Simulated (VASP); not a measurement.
Crystal: RbNa.

```
Rb Na
1.0
     6.32506    0.00000    0.00000
    -3.16253    5.47767    0.00000
     0.00000    0.00000    5.10318
Rb Na
3 3
Direct
  0.50000 0.00000 0.00000
  0.50000 0.50000 0.00000
  0.00000 0.50000 0.00000
  0.00000 0.00000 0.00000
  0.33333 0.66667 0.50000
  0.66667 0.33333 0.50000
```

- Program: VASP 6.6.1
- Task: relaxation of cell and atoms
- Functional: PBE
- Potentials or basis: VASP PAW PBE potentials, release 64 (Rb_sv, Na_pv)
- Cutoff: 600 eV
- k mesh: 3 × 3 × 4
- Occupations: gaussian, width 0.1 eV
- Spin: no spin polarisation

At the start: pressure 13.4 GPa; volume 29.47 Å³/atom.

**Question.** How do energy, volume and symmetry change on relaxing?

**Answer.** Over 10 steps the energy falls by 1063.6 meV/atom and the volume is 81.58 Å³/atom (+176.9 %); space group P6/mmm (No. 191, to 0.05 Å).

Step by step:
```csv
step,energy change (eV),largest force (eV/Å),pressure (GPa),volume (Å³)
1,0.0000,0.0000,13.35,176.81
2,-3.8159,0.0000,5.36,247.38
3,-5.9365,0.0000,1.29,362.88
4,-5.6534,0.0000,-1.15,691.36
5,-6.3506,0.0000,0.12,469.22
6,-6.3580,0.0000,0.02,485.03
7,-6.3579,0.0000,-0.03,493.39
8,-6.3619,0.0000,-0.03,493.11
9,-6.3717,0.0000,-0.04,492.14
10,-6.3816,0.0000,-0.05,489.50
```

Final structure:
```yaml
crystal:
  lattice:
    - [9.27587, 0.00000, 0.00000]
    - [-4.63793, 8.03314, 0.00000]
    - [0.00000, 0.00000, 6.56920]
  atoms:
    - { symbol: Rb, position: [0.50000, 0.00000, 0.00000] }
    - { symbol: Rb, position: [0.50000, 0.50000, 0.00000] }
    - { symbol: Rb, position: [0.00000, 0.50000, 0.00000] }
    - { symbol: Na, position: [0.00000, 0.00000, 0.00000] }
    - { symbol: Na, position: [0.33333, 0.66667, 0.50000] }
    - { symbol: Na, position: [0.66667, 0.33333, 0.50000] }
```

Caveat: the k points lie up to 0.26 Å⁻¹ apart in the final cell; the volume moved by over 15 % at a fixed basis, so the end points are rough.
